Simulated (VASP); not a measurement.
# Ca7TiO8 (Fm-3m) in VASP: single point with PBEsol+U

Aim: the single point of Ca7TiO8 with PBEsol+U.

All numbers are computed with VASP 6.6.1; they aren't measurements. Logs are shortened: lines on timing, memory, paths and dates and some standing lists are left out, and cuts for length are marked.

**1. The cell of the first run**

It takes space group Fm-3m (No. 225, cubic). The conventional cell has a = 9.630 Å, b = 9.630 Å, c = 9.630 Å, α = 90.00°, β = 90.00°, γ = 90.00°. Within 3.1 Å of Ti (site symmetry m-3m) lie 6 O at 2.35 Å. Within 3.2 Å of Ca (site symmetry mmm) lie 6 O at 2.41 Å. Ca (site symmetry m-3m) has 6 O at 2.46 Å and 12 Ca at 3.40 Å within 3.5 Å. Within 3.2 Å of O (site symmetry -43m) lie 6 Ca at 2.41 Å. O (site symmetry 4mm) has 1 Ti at 2.35 Å and 5 Ca at 2.41 to 2.46 Å within 3.1 Å.

**2. Single point, PBEsol+U, collinear spin**

File INCAR:

```
SYSTEM = Ca7TiO8
PREC = Accurate ; ENCUT = 520
EDIFF = 1E-6 ; ISMEAR = 0
SIGMA = 0.05 ; LREAL = Auto
LASPH = .TRUE. ; NELM = 150
ALGO = Normal ; ISIF = 2
LWAVE = .FALSE. ; LCHARG = .FALSE.
ISPIN = 2 ; MAGMOM = 2 0 0 0 0 0 0 0 0 0 0 0 0 0 0 0
LORBIT = 11 ; LMAXMIX = 4
LDAU = .TRUE. ; LDAUTYPE = 2
LDAUL = 2 -1 -1 ; LDAUU = 3 0 0
LDAUJ = 0 0 0 ; LDAUPRINT = 1
GGA = PS ; NBANDS = 83
```

File KPOINTS:

```
regular mesh
0
G
  3 3 3
  0 0 0
```

File POSCAR:

```
Ca7TiO8
1.0
    0.0000000000      4.8150000000      4.8150000000
    4.8150000000      0.0000000000      4.8150000000
    4.8150000000      4.8150000000      0.0000000000
Ti Ca O
1 7 8
Direct
    0.0000000000      0.0000000000      0.0000000000
    0.0000000000      0.0000000000      0.5000000000
    0.0000000000      0.5000000000      0.0000000000
    0.0000000000      0.5000000000      0.5000000000
    0.5000000000      0.0000000000      0.0000000000
    0.5000000000      0.0000000000      0.5000000000
    0.5000000000      0.5000000000      0.0000000000
    0.5000000000      0.5000000000      0.5000000000
    0.2500000000      0.2500000000      0.2500000000
    0.2443079411      0.2443079411      0.7556920589
    0.2443079411      0.7556920589      0.2443079411
    0.2443079411      0.7556920589      0.7556920589
    0.7556920589      0.2443079411      0.2443079411
    0.7556920589      0.2443079411      0.7556920589
    0.7556920589      0.7556920589      0.2443079411
    0.7500000000      0.7500000000      0.7500000000
```

Potentials or basis: VASP PAW PBE potentials, release 64 (Ti_sv, Ca_sv, O).

Run with:

```sh
$ cat potpaw_PBE.64/Ti_sv/POTCAR potpaw_PBE.64/Ca_sv/POTCAR potpaw_PBE.64/O/POTCAR > POTCAR
$ mpirun -np 1 vasp_std > vasp.out
```

OUTCAR:

```text
SYSTEM = Ca7TiO8
   PREC = Accurate
   ENCUT = 520
   EDIFF = 1E-6
   ISMEAR = 0
   LREAL = Auto
   LASPH = .TRUE.
   NELM = 150
   ISIF = 2
   ISPIN = 2
   LORBIT = 11
   GGA = PS

 ion  position               nearest neighbor table
   1  0.000  0.000  0.000-  10 2.35  11 2.35  12 2.35  13 2.35  14 2.35  15 2.35
   2  0.000  0.000  0.500-   9 2.41  16 2.41  12 2.41  13 2.41  14 2.41  11 2.41
   3  0.000  0.500  0.000-   9 2.41  16 2.41  12 2.41  13 2.41  15 2.41  10 2.41
   4  0.000  0.500  0.500-   9 2.41  16 2.41  11 2.41  14 2.41  15 2.41  10 2.41
   5  0.500  0.000  0.000-   9 2.41  16 2.41  11 2.41  14 2.41  15 2.41  10 2.41
   6  0.500  0.000  0.500-   9 2.41  16 2.41  12 2.41  13 2.41  15 2.41  10 2.41
[... 8 lines left out ...]
  15  0.756  0.756  0.244-   1 2.35   3 2.41   4 2.41   5 2.41   6 2.41   8 2.46
  16  0.750  0.750  0.750-   2 2.41   3 2.41   4 2.41   5 2.41   6 2.41   7 2.41

  LATTYP: Found a face centered cubic cell.
 ALAT       =     9.6300000000

  Lattice vectors:

 A1 = (   0.0000000000,   4.8150000000,   4.8150000000)
 A2 = (   4.8150000000,   0.0000000000,   4.8150000000)
 A3 = (   4.8150000000,   4.8150000000,   0.0000000000)

Analysis of symmetry for initial positions (statically):
=====================================================================
 Subroutine PRICEL returns:
 Original cell was already a primitive cell.

 Routine SETGRP: Setting up the symmetry group for a
 face centered cubic supercell.

 Subroutine GETGRP returns: Found 48 space group operations
 (whereof 48 operations were pure point group operations)
 out of a pool of 48 trial point group operations.

The static configuration has the point symmetry O_h .

Analysis of symmetry for dynamics (positions and initial velocities):
=====================================================================
 Subroutine PRICEL returns:
 Original cell was already a primitive cell.

 Routine SETGRP: Setting up the symmetry group for a
 face centered cubic supercell.

 Subroutine GETGRP returns: Found 48 space group operations
 (whereof 48 operations were pure point group operations)
 out of a pool of 48 trial point group operations.

The dynamic configuration has the point symmetry O_h .

Analysis of structural, dynamic, and magnetic symmetry:
=====================================================================
 Subroutine PRICEL returns:
 Original cell was already a primitive cell.

 Routine SETGRP: Setting up the symmetry group for a
 face centered cubic supercell.
[... 194 lines left out ...]
  ext. energy  EPLUGINS =         0.00000000
  ---------------------------------------------------
  free energy    TOTEN  =      -109.13355886 eV

  energy without entropy =     -109.12020346  energy(sigma->0) =     -109.12688116

 E-fermi :   5.4568     XC(G=0): -10.7535

 val. band max:        5.3487335797   @ k =  -0.3333   0.3333   0.0000
 cond. band min:       5.4636688205   @ k =   0.3333   0.3333   0.0000
 fundamental gap:      0.1149352408
 Fermi energy:         5.4567746165

 spin component 1

 k-point     1 :       0.0000    0.0000    0.0000
  band No.  band energies     occupation
      1     -51.1976      1.00000
      2     -35.4799      1.00000
      3     -34.8938      1.00000
      4     -34.8257      1.00000
      5     -34.8257      1.00000
      6     -34.8257      1.00000
[... 309 lines left out ...]
     76       9.0191      0.00000
     77       9.1448      0.00000
 Fermi energy:         5.4567746165

 spin component 2

 k-point     1 :       0.0000    0.0000    0.0000
  band No.  band energies     occupation
      1     -52.6203      1.00000
      2     -35.5003      1.00000
      3     -34.9074      1.00000
      4     -34.8391      1.00000
      5     -34.8391      1.00000
      6     -34.8391      1.00000
[... 309 lines left out ...]
     76       8.8139      0.00000
     77       8.8553      0.00000
 [bands above 77 left out]

------------------------ aborting loop because EDIFF is reached ----------------------------------------

  FORCE on cell =-STRESS in cart. coord.  units (eV):
  Direction    XX          YY          ZZ          XY          YZ          ZX
  --------------------------------------------------------------------------------------
  -------------------------------------------------------------------------------------
  Total       -9.3791059     -9.3791059     -9.3791059     -0.0000000     -0.0000000      0.0000000
  in kB      -67.3059023    -67.3059023    -67.3059023     -0.0000000     -0.0000000      0.0000000
  external PRESSURE =     -67.3059023 kB  Pullay stress =       0.0000000 kB

 VOLUME and BASIS-vectors are now :
 -----------------------------------------------------------------------------
  energy-cutoff  :      520.00
  volume of cell :      223.26
      direct lattice vectors                 reciprocal lattice vectors
     0.000000000  4.815000000  4.815000000    -0.103842160  0.103842160  0.103842160
     4.815000000  0.000000000  4.815000000     0.103842160 -0.103842160  0.103842160
     4.815000000  4.815000000  0.000000000     0.103842160  0.103842160 -0.103842160

 POSITION                                       TOTAL-FORCE (eV/Angst)
 -----------------------------------------------------------------------------------
      0.00000      0.00000      0.00000        -0.000000      0.000000     -0.000000
      2.40750      2.40750      0.00000        -0.000000      0.000000     -0.000000
      2.40750      0.00000      2.40750        -0.000000      0.000000     -0.000000
      4.81500      2.40750      2.40750        -0.000000      0.000000     -0.000000
      0.00000      2.40750      2.40750        -0.000000      0.000000     -0.000000
      2.40750      4.81500      2.40750        -0.000000      0.000000     -0.000000
[... 8 lines left out ...]
      4.81500      4.81500      7.27731        -0.000000      0.000000      0.086753
      7.22250      7.22250      7.22250        -0.000000      0.000000     -0.000000
 -----------------------------------------------------------------------------------
    total drift:                               -0.000000      0.000000     -0.000000

  FREE ENERGIE OF THE ION-ELECTRON SYSTEM (eV)
  ---------------------------------------------------
  free  energy   TOTEN  =      -109.1335588608 eV

  energy  without entropy=     -109.1202034630  energy(sigma->0) =     -109.12688116

 total charge

# of ion       s       p       d       tot
------------------------------------------
    1        2.114   6.063   1.840  10.018
    2        2.040   5.875   0.307   8.222
    3        2.040   5.875   0.307   8.222
    4        2.040   5.875   0.307   8.222
    5        2.040   5.875   0.307   8.222
    6        2.040   5.875   0.307   8.222
[... 8 lines left out ...]
   15        1.544   3.413   0.000   4.958
   16        1.545   3.427   0.000   4.972
--------------------------------------------------
tot         28.742  74.513   3.971 107.226

 magnetization (x)

# of ion       s       p       d       tot
------------------------------------------
    1       -0.012  -0.011  -1.436  -1.458
    2       -0.000   0.000  -0.017  -0.017
    3       -0.000   0.000  -0.017  -0.017
    4       -0.000   0.000  -0.017  -0.017
    5       -0.000   0.000  -0.017  -0.017
    6       -0.000   0.000  -0.017  -0.017
[... 8 lines left out ...]
   15        0.001   0.014   0.000   0.014
   16        0.000   0.002   0.000   0.002
--------------------------------------------------
tot         -0.009   0.074  -1.560  -1.494
```

OSZICAR:

```text
N       E                     dE             d eps       ncg     rms          rms(c)
DAV:   1     0.161938239684E+04    0.16194E+04   -0.64644E+04  1328   0.164E+03
DAV:   2     0.590263704869E+02   -0.15604E+04   -0.15023E+04  1488   0.506E+02
DAV:   3    -0.118353526066E+03   -0.17738E+03   -0.17560E+03  1792   0.161E+02
DAV:   4    -0.126525542248E+03   -0.81720E+01   -0.80951E+01  1872   0.363E+01
DAV:   5    -0.127145562897E+03   -0.62002E+00   -0.61945E+00  2184   0.746E+00    0.281E+01
DAV:   6    -0.108828470795E+03    0.18317E+02   -0.12196E+02  1944   0.379E+01    0.154E+01
DAV:   7    -0.109103436965E+03   -0.27497E+00   -0.40831E+01  1776   0.220E+01    0.798E+00
DAV:   8    -0.108878747541E+03    0.22469E+00   -0.60101E+00  1728   0.604E+00    0.527E+00
DAV:   9    -0.109198667174E+03   -0.31992E+00   -0.19248E+00  1736   0.388E+00    0.297E+00
DAV:  10    -0.109136332556E+03    0.62335E-01   -0.48043E-01  1741   0.238E+00    0.141E+00
DAV:  11    -0.109125342638E+03    0.10990E-01   -0.16543E-01  1848   0.113E+00    0.604E-01
DAV:  12    -0.109132256824E+03   -0.69142E-02   -0.57999E-02  1941   0.495E-01    0.406E-01
DAV:  13    -0.109133259767E+03   -0.10029E-02   -0.16723E-02  1824   0.363E-01    0.138E-01
DAV:  14    -0.109133504722E+03   -0.24496E-03   -0.72445E-04  1800   0.864E-02    0.588E-02
DAV:  15    -0.109133556194E+03   -0.51472E-04   -0.19642E-04  1912   0.378E-02    0.257E-02
DAV:  16    -0.109133558267E+03   -0.20730E-05   -0.33228E-05  1720   0.197E-02    0.119E-02
DAV:  17    -0.109133558861E+03   -0.59409E-06   -0.91532E-06  1480   0.849E-03
   1 F= -.10913356E+03 E0= -.10912688E+03  d E =-.133554E-01  mag=    -2.0001
```

stdout:

```text
POSCAR found type information on POSCAR TiCaO
 POSCAR found :  3 types and      16 ions
 scaLAPACK will be used
 -----------------------------------------------------------------------------
|                                                                             |
|                                                                             |
|     You enforced a specific xc type in the INCAR file but a different       |
|     I HOPE YOU KNOW WHAT YOU ARE DOING!                                     |
|                                                                             |
 -----------------------------------------------------------------------------

 LDA part: xc-table for (Slater+PW92), standard interpolation
 POSCAR, INCAR and KPOINTS ok, starting setup
 FFT: planning ... GRIDC
 FFT: planning ... GRID_SOFT
 FFT: planning ... GRID
 WAVECAR not read
 entering main loop
```

Run time: 14 min. Hardware: 1 thread of Intel Xeon Platinum 8259CL at 2.50GHz (Skylake/Cascade Lake), shared host; peak memory 0.56 GiB.

Results:

```yaml
Free_energy: -109.1336 eV
Pressure: -6.7 GPa
Largest_force: 0.087 eV/Å
Band_gap_on_the_k_mesh: zero (filled and empty bands overlap)
Net_moment: -2.00 μB per cell
Site_moments: Ti -1.46; Ca -0.02, -0.03 (each value once); O +0.00, +0.01 (each value once) μB
Valence_electrons_inside_the_program's_atomic_spheres: Ti 10.02; Ca 8.22, 8.19 (each value once); O 4.97, 4.96 (each value once)
```

Forces on the atoms (eV/Å):
```
Ti   0.000  0.000  0.000
Ca   0.000  0.000  0.000
Ca   0.000  0.000  0.000
Ca   0.000  0.000  0.000
Ca   0.000  0.000  0.000
Ca   0.000  0.000  0.000
Ca   0.000  0.000  0.000
Ca   0.000  0.000  0.000
O    0.000  0.000  0.000
O    0.000  0.000 -0.087
O    0.000 -0.087  0.000
O    0.087  0.000  0.000
O   -0.087  0.000  0.000
O    0.000  0.087  0.000
O    0.000  0.000  0.087
O    0.000  0.000  0.000
```

Levels at points of the mesh, in eV from the Fermi level:
Spin up:
```tsv
k point	band 61	band 62	band 63	band 64	band 65	band 66	band 67	band 68
(0.00, 0.00, 0.00)	-3.55	-3.13	-3.13	-3.13	0.41	0.41	0.41	1.23
```
Spin down:
```
           k point  band 62  band 63  band 64  band 65  band 66  band 67  band 68  band 69  band 70  band 71
(0.00, 0.00, 0.00)    -3.13    -3.13    -3.13    -0.60    -0.60    -0.60     0.99     1.46     1.46     1.46
```

Eigenvalues of the final occupation matrices:
```tsv
site	spin	trace	eigenvalues
site 1 d	1	0.21	0.02 0.02 0.02 0.07 0.07
site 1 d	2	1.65	0.09 0.09 0.49 0.49 0.49
```

Caveat: the k points lie up to 0.38 Å⁻¹ apart, too coarse for converged energies and pressures of a metal; the PAW data sets were made with another functional, which shifts forces and pressure a little.

The gap in the log of VASP goes by the Fermi energy; the results here count the filled bands.